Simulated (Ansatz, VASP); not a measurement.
**Two plane-wave programs on Al**

```
Al
1.0
    -1.61751    1.73074    1.61751
     1.61751   -1.73074    1.61751
     1.50428    1.61751   -1.61751
Al
1
Direct
  0.00000 0.00000 0.00000
```

Change from the starting cell: engineering shear strain xy -0.0700, strain +e along x and -e along y -0.0350.

Alike in both runs: task single point; functional PBE; k mesh 20 × 20 × 20; occupations gaussian, width 0.15 eV; no spin polarisation.

|  | VASP | Ansatz |
| --- | --- | --- |
| version | VASP 6.6.1 | Ansatz 0.2.0 |
| potentials or method | VASP PAW PBE potentials, release 64 (Al), cutoff 520 eV | scalar-relativistic, plane waves, PAW |
| valence electrons in the cell | 3 | 3 |

```tsv
	VASP	Ansatz	Ansatz less VASP
gap on the k mesh at the Fermi level (eV)	none	none	-
pressure (GPa)	0.5	0.5	+0.02
traceless stress, the component that is largest in VASP (GPa)	2.87	2.88	+0.009
```

A gap of «none» marks a metal or a gap that the smearing closes. The functional is the same, so the differences come from potentials, cutoffs and numerics.
